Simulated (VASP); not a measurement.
Here is a VASP 6.6.1 calculation.

The input INCAR:

```
SYSTEM = SnO2
  PREC = Accurate
  ENCUT = 520
  EDIFF = 1E-6
  ISMEAR = 0
  SIGMA = 0.01
  LREAL = .False.
  LASPH = .True.
  NELM = 100
  ALGO = Normal
  ISIF = 2
  LWAVE = .False.
  LCHARG = .False.
  GGA = PE
  NBANDS = 35
```

File KPOINTS:

```
regular mesh
0
Gamma
  6 6 6
  0 0 0
```

Contents of POSCAR:

```
SnO2
1.0
   -2.0000690000      2.0000690000      5.1236790000
    2.0000690000     -2.0000690000      5.1236790000
    2.0000690000      2.0000690000     -5.1236790000
Sn O
2 4
Direct
    0.7500000000      0.2500000000      0.5000000000
    0.0000000000      0.0000000000      0.0000000000
    0.7965230000      0.7965230000      0.0000000000
    0.9534770000      0.4534770000      0.5000000000
    0.2034770000      0.2034770000      0.0000000000
    0.5515228275      0.0465230000      0.5049998275
```

Potentials or basis: VASP PAW PBE potentials, release 64 (Sn_d, O).

Run with:

```sh
$ cat potpaw_PBE.64/Sn_d/POTCAR potpaw_PBE.64/O/POTCAR > POTCAR
$ mpirun -np 1 vasp_std > vasp.out
```

Q: Estimate the largest force.

A: 0.505 eV/Å.

Q: What does it give for the band gap on the k mesh?

A: 1.64 eV (least direct gap 2.02 eV).

Q: What does it give for the pressure?

A: 6.5 GPa.

Stress tensor (GPa, compression positive):
```
6.53 0.00 0.00
0.00 6.60 0.02
0.00 0.02 6.29
```

Caveat: the cell stands under pressure; spin-orbit coupling is left out, which moves the levels of the heavy elements. A k mesh can miss the band edges.
